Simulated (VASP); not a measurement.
Ga: single point with PBE

Ga:

```
Ga
1.0
    -1.40400    1.40400    2.22900
     1.40400   -1.40400    2.22900
     1.40400    1.40400   -2.22900
Ga
1
Direct
  0.00000 0.00000 0.00000
```

| Property | Result |
| --- | --- |
| Program | VASP 6.6.1 |
| Task | single point |
| Functional | PBE |
| Potentials or basis | VASP PAW PBE potentials, release 64 (Ga_d) |
| Cutoff | 520 eV |
| k mesh | 16 × 16 × 16 |
| Occupations | fermi-dirac, width 0.03 eV |
| Spin | non-collinear spin, zero start, spin-orbit coupling |
| Starting moments | [[0.0, 0.0, 0.0]] μB |

The pressure is 4.5 GPa, the net moment is 0.00 μB per cell and the valence electrons inside the program's atomic spheres are Ga 11.57.

Stress tensor (GPa, compression positive):
```
4.84 0.00 0.00
0.00 4.84 0.00
0.00 0.00 3.90
```

Moments on the atoms (μB; x, y, z):
```
Ga  0.00 0.00 0.00
```

Wall time 3.7 min on 1 thread of Intel Xeon 6975P-C, on a shared host, peak memory 0.34 GiB.
